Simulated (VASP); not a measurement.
The system is DyBe.

```
Dy Be
1.0
     2.17699   -5.20218    0.00000
     2.17699    5.20218    0.00000
     0.00000    0.00000    3.56045
Dy Be
2 2
Direct
  0.14011 0.85989 0.25000
  0.85989 0.14011 0.75000
  0.44286 0.55714 0.25000
  0.55714 0.44286 0.75000
```

The cell was generated, and may not be a known phase.

| Item | Value |
| --- | --- |
| Program | VASP 6.6.1 |
| Task | relaxation of cell and atoms |
| Functional | PBE |
| Potentials or basis | VASP PAW PBE potentials, release 64 (Dy_3, Be), 4f in core |
| Cutoff | 600 eV |
| k mesh | 5 × 5 × 6 |
| Occupations | gaussian, width 0.2 eV |
| Spin | no spin polarisation |

At the start: pressure 0.9 GPa; volume 20.16 Å³/atom.

Q: How do energy, volume and symmetry change on relaxing?

A: Over 29 steps the energy falls by 115.9 meV/atom and the volume is 19.59 Å³/atom (-2.9 %); space group Cmcm (No. 63, to 0.1 Å) before and after.

Step by step:
```tsv
step	energy change (eV)	largest force (eV/Å)	pressure (GPa)	volume (Å³)
1	0.0000	0.0545	0.89	80.65
2	-0.0258	0.0730	0.08	81.94
3	-0.0370	0.2111	-1.42	84.50
4	-0.0573	0.2499	-1.06	83.94
5	-0.1220	0.2997	-0.02	82.10
6	0.1054	0.6890	3.73	77.69
7	-0.1275	0.2998	0.26	81.64
8	-0.1294	0.2804	0.58	81.16
9	-0.1479	0.2512	0.47	81.05
10	-0.1520	0.2850	0.44	80.96
11	-0.1888	0.2552	0.00	81.25
12	-0.2732	0.3764	-1.16	82.00
13	-0.3050	0.6882	-2.65	83.05
14	-0.3166	0.5444	-2.18	82.68
15	-0.3596	0.4945	-1.26	81.09
16	-0.3836	0.4164	0.23	78.83
17	-0.4045	0.2834	0.37	78.64
18	-0.4222	0.2335	0.72	78.23
19	-0.4320	0.1488	-0.14	79.17
20	-0.4333	0.1020	-0.62	79.70
21	-0.4410	0.0874	-0.41	79.27
22	-0.4442	0.1816	-0.14	78.76
23	-0.4496	0.1228	0.31	78.17
24	-0.4507	0.0818	0.65	77.73
25	-0.4548	0.0496	0.31	78.13
26	-0.4570	0.1407	-0.21	78.75
27	-0.4599	0.1001	-0.29	78.77
28	-0.4612	0.0462	-0.36	78.79
29	-0.4636	0.0662	-0.04	78.34
```

Final structure:
```cif
data_structure
_symmetry_space_group_name_H-M 'P 1'
_symmetry_Int_Tables_number 1
_cell_length_a 4.7623
_cell_length_b 4.7623
_cell_length_c 4.0493
_cell_angle_alpha 90.000
_cell_angle_beta 90.000
_cell_angle_gamma 121.454
_cell_volume 78.34
loop_
_atom_site_label
_atom_site_type_symbol
_atom_site_fract_x
_atom_site_fract_y
_atom_site_fract_z
_atom_site_occupancy
Dy1 Dy 0.16351 0.83649 0.25000 1
Dy2 Dy 0.83649 0.16351 0.75000 1
Be1 Be 0.49095 0.50905 0.25000 1
Be2 Be 0.50905 0.49095 0.75000 1
```

Caveat: a cell axis changed by over 15 % at a fixed basis, so the end point is rough; the relaxation stopped at a loose force limit of 0.08 eV/Å, so its end isn't a converged minimum.
